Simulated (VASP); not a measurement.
# Ti3Al (Fm-3m) in VASP: vibrations by perturbation theory with LDA

Aim: the vibrations by perturbation theory of Ti3Al with LDA.

All numbers are computed with VASP 6.6.1; they aren't measurements. Logs are shortened: lines on timing, memory, paths and dates and some standing lists are left out, and cuts for length are marked.

## (1) The cell of the first run

The structure is cubic, space group Fm-3m (No. 225). The conventional cell has a = 6.308 Å, b = 6.308 Å, c = 6.308 Å, α = 90.00°, β = 90.00°, γ = 90.00°. Within 3.6 Å of Ti (site symmetry -43m) lie 4 Al at 2.73 Å and 10 Ti at 2.73 to 3.15 Å. Ti (site symmetry m-3m) has 8 Ti at 2.73 Å and 6 Al at 3.15 Å within 3.6 Å. Al (site symmetry m-3m) has 14 Ti at 2.73 to 3.15 Å within 3.6 Å.

## (2) Vibrations by perturbation theory, LDA

INCAR reads:

```
SYSTEM = Ti3Al
PREC = Accurate
ENCUT = 520
EDIFF = 1E-8
ISMEAR = -1
SIGMA = 0.15
LREAL = .False.
LASPH = .True.
NELM = 100
ALGO = Normal
ISIF = 2
LWAVE = .False.
LCHARG = .True.
GGA = CA
IBRION = 8
NSW = 1
```

KPOINTS reads:

```
regular mesh
0
Gamma
  10 10 10
  0 0 0
```

POSCAR reads:

```
Ti3Al
1.0
    0.0000000000      3.1537807461      3.1537807461
    3.1537807461      0.0000000000      3.1537807461
    3.1537807461      3.1537807461      0.0000000000
Ti Al
3 1
Direct
    0.7500000000      0.7500000000      0.7500000000
    0.2500000000      0.2500000000      0.2500000000
    0.0000000000      0.0000000000      0.0000000000
    0.5000000000      0.5000000000      0.5000000000
```

Potentials or basis: VASP PAW LDA potentials, release 64 (Ti_sv, Al).

Run with:

```sh
> cat potpaw_LDA.64/Ti_sv/POTCAR potpaw_LDA.64/Al/POTCAR > POTCAR
> mpirun -np 1 vasp_std > vasp.out
```

OUTCAR:

```text
SYSTEM = Ti3Al
   PREC = Accurate
   ENCUT = 520
   EDIFF = 1E-8
   ISMEAR = -1
   LREAL = .False.
   LASPH = .True.
   NELM = 100
   ISIF = 2
   GGA = CA
   IBRION = 8
   NSW = 1

 ion  position               nearest neighbor table
   1  0.750  0.750  0.750-   4 2.73   3 2.73   4 2.73   3 2.73   4 2.73   4 2.73   3 2.73   3 2.73

   2  0.250  0.250  0.250-   3 2.73   4 2.73   3 2.73   3 2.73   4 2.73   3 2.73   4 2.73   4 2.73

   3  0.000  0.000  0.000-   1 2.73   2 2.73   1 2.73   1 2.73   2 2.73   1 2.73   2 2.73   2 2.73

   4  0.500  0.500  0.500-   2 2.73   1 2.73   2 2.73   1 2.73   2 2.73   2 2.73   1 2.73   1 2.73

  LATTYP: Found a face centered cubic cell.
 ALAT       =     6.3075614922

  Lattice vectors:

 A1 = (   0.0000000000,   3.1537807461,   3.1537807461)
 A2 = (   3.1537807461,   0.0000000000,   3.1537807461)
 A3 = (   3.1537807461,   3.1537807461,   0.0000000000)

Analysis of symmetry for initial positions (statically):
=====================================================================
 Subroutine PRICEL returns:
 Original cell was already a primitive cell.

 Routine SETGRP: Setting up the symmetry group for a
 face centered cubic supercell.

 Subroutine GETGRP returns: Found 48 space group operations
 (whereof 48 operations were pure point group operations)
 out of a pool of 48 trial point group operations.

The static configuration has the point symmetry O_h .

Analysis of symmetry for dynamics (positions and initial velocities):
=====================================================================
 Subroutine PRICEL returns:
 Original cell was already a primitive cell.

 Routine SETGRP: Setting up the symmetry group for a
 face centered cubic supercell.

 Subroutine GETGRP returns: Found 48 space group operations
 (whereof 48 operations were pure point group operations)
 out of a pool of 48 trial point group operations.

The dynamic configuration has the point symmetry O_h .

 Subroutine INISYM returns: Found 48 space group operations
 (whereof 48 operations are pure point group operations),
 and found     1 'primitive' translations

----------------------------------------------------------------------------------------

                                     Primitive cell

  volume of cell :      62.7371

  direct lattice vectors                    reciprocal lattice vectors
     0.000000000  3.153780746  3.153780746    -0.158539873  0.158539873  0.158539873
     3.153780746  0.000000000  3.153780746     0.158539873 -0.158539873  0.158539873
     3.153780746  3.153780746  0.000000000     0.158539873  0.158539873 -0.158539873

  length of vectors
     4.460119504  4.460119504  4.460119504     0.274599116  0.274599116  0.274599116

  position of ions in fractional coordinates (direct lattice)
     0.750000000  0.750000000  0.750000000
     0.250000000  0.250000000  0.250000000
     0.000000000  0.000000000  0.000000000
     0.500000000  0.500000000  0.500000000

  ion indices of the primitive-cell ions
   primitive index   ion index
                 1           1
                 2           2
                 3           3
                 4           4

[... 107 lines left out ...]
   NGX = 17   NGY = 17   NGZ = 17

--------------------------------------- Ionic step        1  -------------------------------------------

 number of electron      38.9999994 magnetization

 Free energy of the ion-electron system (eV)
  ---------------------------------------------------
  ext. energy  EPLUGINS =         0.00000000
  ---------------------------------------------------
  free energy    TOTEN  =       -30.70724396 eV

  energy without entropy =      -30.24310221  energy(sigma->0) =      -30.47517308

 E-fermi :   8.6240     XC(G=0): -11.8498

 val. band max:        8.6151788187   @ k =   0.4000   0.2000   0.0000
 cond. band min:       8.6322095603   @ k =   0.4000   0.4000   0.0000
 fundamental gap:      0.0170307416
 Fermi energy:         8.6240023758

 k-point     1 :       0.0000    0.0000    0.0000
  band No.  band energies     occupation
      1     -47.1412      2.00000
      2     -47.0407      2.00000
      3     -46.7836      2.00000
      4     -23.8325      2.00000
      5     -23.8325      2.00000
      6     -23.8325      2.00000
[... 613 lines left out ...]
     22       9.7812      0.00089
     23       9.8403      0.00060

 [... further k-points ...]
[... 5 lines left out ...]
  --------------------------------------------------------------------------------------
  -------------------------------------------------------------------------------------
  Total        0.0135662      0.0135662      0.0135662     -0.0000000     -0.0000000     -0.0000000
  in kB        0.3464531      0.3464531      0.3464531     -0.0000000     -0.0000000     -0.0000000
  external PRESSURE =       0.3464531 kB  Pullay stress =       0.0000000 kB

 VOLUME and BASIS-vectors are now :
 -----------------------------------------------------------------------------
  energy-cutoff  :      520.00
  volume of cell :       62.74
      direct lattice vectors                 reciprocal lattice vectors
     0.000000000  3.153780746  3.153780746    -0.158539873  0.158539873  0.158539873
     3.153780746  0.000000000  3.153780746     0.158539873 -0.158539873  0.158539873
     3.153780746  3.153780746  0.000000000     0.158539873  0.158539873 -0.158539873

 POSITION                                       TOTAL-FORCE (eV/Angst)
 -----------------------------------------------------------------------------------
      4.73067      4.73067      4.73067         0.000000     -0.000000      0.000000
      1.57689      1.57689      1.57689        -0.000000      0.000000     -0.000000
      0.00000      0.00000      0.00000        -0.000000     -0.000000     -0.000000
      3.15378      3.15378      3.15378        -0.000000     -0.000000     -0.000000
 -----------------------------------------------------------------------------------
    total drift:                                0.000000      0.000000      0.000000

  FREE ENERGIE OF THE ION-ELECTRON SYSTEM (eV)
  ---------------------------------------------------
  free  energy   TOTEN  =       -30.7072439559 eV

  energy  without entropy=      -30.2431022090  energy(sigma->0) =      -30.47517308

[... ionic steps 2 to 12 ...]

--------------------------------------- Ionic step       13  -------------------------------------------

 Free energy of the ion-electron system (eV)
  ---------------------------------------------------
  ---------------------------------------------------
  free energy    TOTEN  =        -0.00808402 eV

  energy without entropy =       -0.00808405

------------------------ aborting loop because EDIFF is reached ----------------------------------------

 INTERNAL STRAIN TENSOR  FOR ION    4  DIRECTION 1   (eV/Angst):
 -----------------------------------------------------------------------------
     0.05197  0.00000 -0.00000
    -0.00000 -0.03589  0.00000
    -0.00000  0.00000 -0.03589

 INTERNAL STRAIN TENSOR FOR ION    4 for displacements in x,y,z  (eV/Angst):
          X           Y           Z          XY          YZ          ZX
  --------------------------------------------------------------------------------
  x     0.00000     0.00000     0.00000     0.00000     0.00000     0.00000
  y     0.00000     0.00000     0.00000     0.00000     0.00000     0.00000
  z     0.00000     0.00000     0.00000     0.00000     0.00000     0.00000

 SECOND DERIVATIVES (NOT SYMMETRIZED)
 ------------------------------------
               1X          1Y          1Z          2X          2Y          2Z          3X          3Y          3Z          4X          4Y          4Z
  1X    -5.993512   -0.000000   -0.000000    0.123273   -0.000000   -0.000000    2.079041    0.000000    0.000000    3.791198    0.000000    0.000000
  1Y    -0.000000   -5.993512    0.000000   -0.000000    0.123273    0.000000    0.000000    2.079041    0.000000    0.000000    3.791198    0.000000
  1Z    -0.000000    0.000000   -5.993512   -0.000000    0.000000    0.123273    0.000000    0.000000    2.079041    0.000000    0.000000    3.791198
  2X     0.123273   -0.000000   -0.000000   -5.993512   -0.000000   -0.000000    2.079041    0.000000    0.000000    3.791198    0.000000    0.000000
  2Y    -0.000000    0.123273    0.000000   -0.000000   -5.993512    0.000000    0.000000    2.079041    0.000000    0.000000    3.791198    0.000000
  2Z    -0.000000    0.000000    0.123273   -0.000000    0.000000   -5.993512    0.000000    0.000000    2.079041    0.000000    0.000000    3.791198
  3X     2.102627    0.000000    0.000000    2.102627    0.000000    0.000000   -4.388912    0.000000    0.000000    0.183657    0.000000    0.000000
  3Y     0.000000    2.102627    0.000000    0.000000    2.102627    0.000000    0.000000   -4.388912    0.000000    0.000000    0.183657    0.000000
  3Z     0.000000    0.000000    2.102627    0.000000    0.000000    2.102627    0.000000    0.000000   -4.388912    0.000000    0.000000    0.183657
  4X     3.792665    0.000000    0.000000    3.792665    0.000000    0.000000    0.189348    0.000000    0.000000   -7.774679    0.000000    0.000000
  4Y     0.000000    3.792665    0.000000    0.000000    3.792665    0.000000    0.000000    0.189348    0.000000    0.000000   -7.774679    0.000000
  4Z     0.000000    0.000000    3.792665    0.000000    0.000000    3.792665    0.000000    0.000000    0.189348    0.000000    0.000000   -7.774679

 Eigenvectors and eigenvalues of the dynamical matrix
 ----------------------------------------------------

   1 f  =    9.619235 THz    60.439436 2PiTHz  320.863144 cm-1    39.781942 meV
             X         Y         Z           dx          dy          dz
      4.730671  4.730671  4.730671     0.123141   -0.345284   -0.000000
      1.576890  1.576890  1.576890     0.123141   -0.345284   -0.000000
      0.000000  0.000000  0.000000    -0.032320    0.090624   -0.000000
      3.153781  3.153781  3.153781    -0.285423    0.800317    0.000000
[... 71 lines left out ...]
  12 f/i=    0.012074 THz     0.075865 2PiTHz    0.402753 cm-1     0.049935 meV
             X         Y         Z           dx          dy          dz
      4.730671  4.730671  4.730671     0.376891    0.353106   -0.121247
      1.576890  1.576890  1.576890     0.376891    0.353106   -0.121247
      0.000000  0.000000  0.000000     0.375097    0.351425   -0.120669
      3.153781  3.153781  3.153781     0.282733    0.264890   -0.090956

--------------------------------------------------------------------------------------------------------

 ELASTIC MODULI CONTR FROM IONIC RELAXATION (kBar)
 Direction    XX          YY          ZZ          XY          YZ          ZX
 --------------------------------------------------------------------------------
 XX          -0.0000      0.0000      0.0000      0.0000     -0.0000      0.0000
 YY           0.0000     -0.0000     -0.0000     -0.0000      0.0000     -0.0000
 ZZ           0.0000     -0.0000     -0.0000     -0.0000      0.0000     -0.0000
 XY           0.0000     -0.0000     -0.0000   -167.6059      0.0000     -0.0000
 YZ          -0.0000      0.0000      0.0000      0.0000   -167.6059      0.0000
 ZX           0.0000     -0.0000     -0.0000     -0.0000      0.0000   -167.6059
 --------------------------------------------------------------------------------
```

It took 16 min on 1 thread of Intel Xeon 6975P-C (Granite Rapids), shared host; peak memory 0.58 GiB.

Results:

| Item | Value |
| --- | --- |
| Highest phonon frequency at Γ | 321 cm⁻¹ |

Phonon frequencies in cm⁻¹ (negative: imaginary):
| q point | frequencies |
| --- | --- |
| (0.000, 0.000, 0.000) | 0 0 0 183 183 183 186 186 186 321 321 321 |
